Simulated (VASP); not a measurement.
# PbO2 (P4_2/mnm) in VASP: settings compared

Aim: see how the results for PbO2 move with the level of theory and the settings. Levels: PBEsol, LDA. Tasks: single point.

Everything below comes from runs of VASP 6.6.1. Logs are shortened: lines on timing, memory, paths and dates and some standing lists are left out, and cuts for length are marked.

**1. The cell of the first run**

The structure is tetragonal, space group P4_2/mnm (No. 136). Conventional cell: a = 4.730 Å, b = 4.730 Å, c = 3.391 Å, α = 90.00°, β = 90.00°, γ = 90.00°. Within 2.7 Å of Pb (site symmetry mmm) lie 6 O at 2.06 to 2.13 Å. O (site symmetry m2m) has 3 Pb at 2.06 to 2.13 Å and 1 O at 2.58 Å within 2.7 Å.

**2. Single point, PBEsol**

File INCAR:

```
SYSTEM = PbO2
ALGO = Normal
EDIFF = 1E-7
ENCUT = 520
GGA = PS
ISIF = 2
ISMEAR = -1
LASPH = .True.
LCHARG = .False.
LREAL = .False.
LWAVE = .False.
NBANDS = 35
NELM = 60
PREC = Accurate
SIGMA = 0.05
```

File KPOINTS:

```
k-points
0
Gamma
  5 5 6
  0 0 0
```

File POSCAR:

```
PbO2
1.0
    4.7298509392      0.0000000000      0.0000000000
    0.0000000000      4.7298509392      0.0000000000
    0.0000000000      0.0000000000      3.3911186592
Pb O
2 4
Direct
    0.5000000000      0.5000000000      0.5000000000
    0.0000000000      0.0000000000      0.0000000000
    0.6925754390      0.6925754390      0.0000000000
    0.8074245610      0.1925754390      0.5000000000
    0.1925754390      0.8074245610      0.5000000000
    0.3074245610      0.3074245610      0.0000000000
```

Potentials or basis: VASP PAW PBE potentials, release 64 (Pb_d, O).

The run is started by

```bash
cat potpaw_PBE.64/Pb_d/POTCAR potpaw_PBE.64/O/POTCAR > POTCAR
mpirun -np 1 vasp_std > vasp.out
```

OUTCAR:

```text
SYSTEM = PbO2
   EDIFF = 1E-7
   ENCUT = 520
   GGA = PS
   ISIF = 2
   ISMEAR = -1
   LASPH = .True.
   LREAL = .False.
   NELM = 60
   PREC = Accurate

 ion  position               nearest neighbor table
   1  0.500  0.500  0.500-   4 2.06   5 2.06   3 2.13   6 2.13   3 2.13   6 2.13   2 3.75   2 3.75
                             2 3.75   2 3.75   2 3.75   2 3.75   2 3.75   2 3.75
   2  0.000  0.000  0.000-   3 2.06   6 2.06   5 2.13   4 2.13   4 2.13   5 2.13   1 3.75   1 3.75
                             1 3.75   1 3.75   1 3.75   1 3.75   1 3.75   1 3.75
   3  0.693  0.693  0.000-   2 2.06   1 2.13   1 2.13
   4  0.807  0.193  0.500-   1 2.06   2 2.13   2 2.13
   5  0.193  0.807  0.500-   1 2.06   2 2.13   2 2.13
   6  0.307  0.307  0.000-   2 2.06   1 2.13   1 2.13

  LATTYP: Found a simple tetragonal cell.
 ALAT       =     4.7298509392
 C/A-ratio  =     0.7169610000

  Lattice vectors:

 A1 = (   4.7298509392,   0.0000000000,   0.0000000000)
 A2 = (   0.0000000000,   4.7298509392,   0.0000000000)
 A3 = (   0.0000000000,   0.0000000000,   3.3911186592)

Analysis of symmetry for initial positions (statically):
=====================================================================
 Subroutine PRICEL returns:
 Original cell was already a primitive cell.

 Routine SETGRP: Setting up the symmetry group for a
 simple tetragonal supercell.

 Subroutine GETGRP returns: Found 16 space group operations
 (whereof  8 operations were pure point group operations)
 out of a pool of 16 trial point group operations.

The static configuration has the point symmetry D_2h.
 The point group associated with its full space group is D_4h.

Analysis of symmetry for dynamics (positions and initial velocities):
=====================================================================
 Subroutine PRICEL returns:
 Original cell was already a primitive cell.

 Routine SETGRP: Setting up the symmetry group for a
 simple tetragonal supercell.

 Subroutine GETGRP returns: Found 16 space group operations
 (whereof  8 operations were pure point group operations)
 out of a pool of 16 trial point group operations.

The dynamic configuration has the point symmetry D_2h.
 The point group associated with its full space group is D_4h.

 Subroutine INISYM returns: Found 16 space group operations
 (whereof  8 operations are pure point group operations),
 and found     1 'primitive' translations

[... 103 lines left out ...]
   EDIFFG = 0.1E-05   stopping-criterion for IOM
   NSW    =      0    number of steps for IOM
   IBRION =     -1    ionic relax: 0-MD 1-quasi-New 2-CG
   NFREE  =      0    steps in history (QN), initial steepest desc. (CG)
   ISIF   =      2    stress and relaxation
   ISYM   =      2    0-nonsym 1-usesym 2-fastsym
   POTIM  = 0.5000    time-step for ionic-motion
   TEBEG  =    0.0;   TEEND  =   0.0 temperature during run
   PSTRESS=    0.0 pullay stress
   NELECT =      52.0000    total number of electrons
   NUPDOWN=      -1.0000    fix difference up-down
   EMIN   =  10.00;   EMAX   =-10.00  energy-range for DOS
   EFERMI =   0.00;   METHOD = LEGACY
   ISMEAR =    -1;   SIGMA  =   0.05  broadening in eV -4-tet -1-fermi 0-gaus
   EFERMI_NEDOS =   21; number of points for ismear=-14 and -15
   IALGO  =     38    algorithm
   IMIX   =      4    mixing-type and parameters
     AMIX     =   0.40;   BMIX     =  1.00
     AMIX_MAG =   1.60;   BMIX_MAG =  1.00
  volume/ion in A,a.u.               =      12.64        85.33
  Fermi-wavevector in a.u.,A,eV,Ry     =   1.443433  2.727693 28.347725  2.083499
  Thomas-Fermi vector in A             =   2.561841
   LORBIT       =      0    0 simple, 1 ext, 2 COOP (PROOUT), +10 PAW based schemes
   GGA     = PS    functional components
   LHFCALC =     F    Hartree Fock is set to
   AEXX    =    0.0000 exact exchange contribution
   IVDW    =     0    specifies the selected vdW correction
   LEPSILON=     F    determine dielectric tensor
   LRPA    =     F    only Hartree local field effects (RPA)
 non-spin polarized calculation
  energy-cutoff  :      520.00
  volume of cell :       75.86
 maximum number of plane-waves:      2076
 NGX is ok and might be reduce to    36
   NGX = 17   NGY = 17   NGZ = 13

 number of electron      51.9999994 magnetization

 Free energy of the ion-electron system (eV)
  ---------------------------------------------------
  ext. energy  EPLUGINS =         0.00000000
  ---------------------------------------------------
  free energy    TOTEN  =       -33.52724490 eV

  energy without entropy =      -33.52428530  energy(sigma->0) =      -33.52576510

 E-fermi :   5.4891     XC(G=0): -11.5147

 val. band max:        5.3859426018   @ k =   0.0000   0.0000   0.0000
 cond. band min:       6.2525490672   @ k =   0.2000   0.0000   0.0000
 fundamental gap:      0.8666064654
 Fermi energy:         5.4891396000

 k-point     1 :       0.0000    0.0000    0.0000
  band No.  band energies     occupation
      1     -13.6076      2.00000
      2     -13.3119      2.00000
      3     -11.3458      2.00000
      4     -11.3458      2.00000
      5     -10.2625      2.00000
      6      -9.9404      2.00000
[... 901 lines left out ...]
     34      16.4149      0.00000
     35      18.8963      0.00000

------------------------ aborting loop because EDIFF is reached ----------------------------------------

  FORCE on cell =-STRESS in cart. coord.  units (eV):
  Direction    XX          YY          ZZ          XY          YZ          ZX
  --------------------------------------------------------------------------------------
  -------------------------------------------------------------------------------------
  Total        9.6061745      9.6061745      9.6801806     -0.0000000      0.0000000      0.0000000
  in kB      202.8724887    202.8724887    204.4354215     -0.0000000      0.0000000      0.0000000
  external PRESSURE =     203.3934663 kB  Pullay stress =       0.0000000 kB

 VOLUME and BASIS-vectors are now :
 -----------------------------------------------------------------------------
  energy-cutoff  :      520.00
  volume of cell :       75.86
      direct lattice vectors                 reciprocal lattice vectors
     4.729850939  0.000000000  0.000000000     0.211423153  0.000000000  0.000000000
     0.000000000  4.729850939  0.000000000     0.000000000  0.211423153  0.000000000
     0.000000000  0.000000000  3.391118659     0.000000000  0.000000000  0.294887941

 POSITION                                       TOTAL-FORCE (eV/Angst)
 -----------------------------------------------------------------------------------
      2.36493      2.36493      1.69556         0.000000     -0.000000      0.000000
      0.00000      0.00000      0.00000         0.000000     -0.000000      0.000000
      3.27578      3.27578      0.00000         0.001782      0.001782      0.000000
      3.81900      0.91085      1.69556        -0.001782      0.001782      0.000000
      0.91085      3.81900      1.69556         0.001782     -0.001782     -0.000000
      1.45407      1.45407      0.00000        -0.001782     -0.001782     -0.000000
 -----------------------------------------------------------------------------------
    total drift:                                0.000000      0.000000      0.000000

  FREE ENERGIE OF THE ION-ELECTRON SYSTEM (eV)
  ---------------------------------------------------
  free  energy   TOTEN  =       -33.5272448968 eV

  energy  without entropy=      -33.5242853012  energy(sigma->0) =      -33.52576510
```

OSZICAR:

```text
N       E                     dE             d eps       ncg     rms          rms(c)
DAV:   1     0.693553304366E+03    0.69355E+03   -0.25968E+04  1688   0.188E+03
DAV:   2     0.538053955305E+02   -0.63975E+03   -0.60710E+03  1800   0.516E+02
DAV:   3    -0.343693823755E+02   -0.88175E+02   -0.85778E+02  1933   0.208E+02
DAV:   4    -0.388029033590E+02   -0.44335E+01   -0.43984E+01  2176   0.485E+01
DAV:   5    -0.389429155018E+02   -0.14001E+00   -0.13961E+00  2218   0.865E+00    0.135E+01
DAV:   6    -0.335382216075E+02    0.54047E+01   -0.15344E+01  2574   0.523E+01    0.404E+00
DAV:   7    -0.335828953872E+02   -0.44674E-01   -0.16609E+00  1882   0.834E+00    0.267E+00
DAV:   8    -0.335514875697E+02    0.31408E-01   -0.33227E-01  2676   0.647E+00    0.109E+00
DAV:   9    -0.335262564020E+02    0.25231E-01   -0.75915E-02  2602   0.408E+00    0.111E-01
DAV:  10    -0.335272705387E+02   -0.10141E-02   -0.83598E-03  1908   0.544E-01    0.974E-02
DAV:  11    -0.335272511926E+02    0.19346E-04   -0.31113E-04  2696   0.181E-01    0.269E-02
DAV:  12    -0.335272476969E+02    0.34957E-05   -0.24375E-05  2528   0.507E-02    0.135E-02
DAV:  13    -0.335272445552E+02    0.31417E-05   -0.10410E-05  2733   0.503E-02    0.159E-03
DAV:  14    -0.335272448413E+02   -0.28613E-06   -0.18634E-06  2498   0.121E-02    0.112E-03
DAV:  15    -0.335272448968E+02   -0.55523E-07   -0.16288E-08  1277   0.197E-03
   1 F= -.33527245E+02 E0= -.33525765E+02  d E =-.295960E-02
```

stdout:

```text
POSCAR found type information on POSCAR PbO
 POSCAR found :  2 types and       6 ions
 scaLAPACK will be used
 -----------------------------------------------------------------------------
|                                                                             |
|                                                                             |
|     You enforced a specific xc type in the INCAR file but a different       |
|     I HOPE YOU KNOW WHAT YOU ARE DOING!                                     |
|                                                                             |
 -----------------------------------------------------------------------------

 LDA part: xc-table for (Slater+PW92), standard interpolation
 POSCAR, INCAR and KPOINTS ok, starting setup
 FFT: planning ... GRIDC
 FFT: planning ... GRID_SOFT
 FFT: planning ... GRID
 WAVECAR not read
 entering main loop
```

Wall time 86 s (1 thread of Intel Xeon 8259CL, shared host); peak memory 0.21 GiB.

Results:

```yaml
Free_energy: -33.5272 eV
Pressure: 20.3 GPa
```

Forces on the atoms (eV/Å):
```
Pb   0.000  0.000  0.000
Pb   0.000  0.000  0.000
O    0.002  0.002  0.000
O   -0.002  0.002  0.000
O    0.002 -0.002  0.000
O   -0.002 -0.002  0.000
```

Stress tensor (GPa, compression positive):
```
20.29  0.00  0.00
 0.00 20.29  0.00
 0.00  0.00 20.44
```

Caveat: the cell stands under pressure; the PAW data sets were made with another functional, which shifts forces and pressure a little; spin-orbit coupling is left out, which moves the levels of the heavy elements.

(Part 1 of 3 ends here.)
